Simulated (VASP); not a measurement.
Runs of VASP 6.6.1 on K2NaBCl6. The typed cell holds 10 atoms: a = 5.595 Å, b = 5.595 Å, c = 9.034 Å, α = 84.69°, β = 84.63°, γ = 89.09°. 

| level | k mesh | smearing | gap on the mesh (eV) | pressure (GPa) | largest force (eV/Å) |
| --- | --- | --- | --- | --- | --- |
| PBE | 4 × 4 × 2 | gaussian 0.1 eV | 4.85 | -0.1 | 0.05 |
| r2SCAN | 4 × 4 × 4 | gaussian 0.02 eV | 5.54 | -1.0 | 0.11 |
| PBE | 4 × 4 × 4 | gaussian 0.02 eV | 4.85 | -0.1 | 0.05 |
| PBEsol | 4 × 4 × 4 | gaussian 0.02 eV | 4.75 | (a) | 0.19 |

Alike in all rows: task single point; potentials or basis VASP PAW PBE potentials, release 64 (K_sv, Na_pv, B, Cl); no spin polarisation; cell as given; cutoff (eV) 520.

Question: Estimate the missing entries.

Answer: (a) -1.2.

Caveats: the PAW data sets were made with another functional, which shifts forces and pressure a little (at least some runs).

A k mesh can miss the band edges.
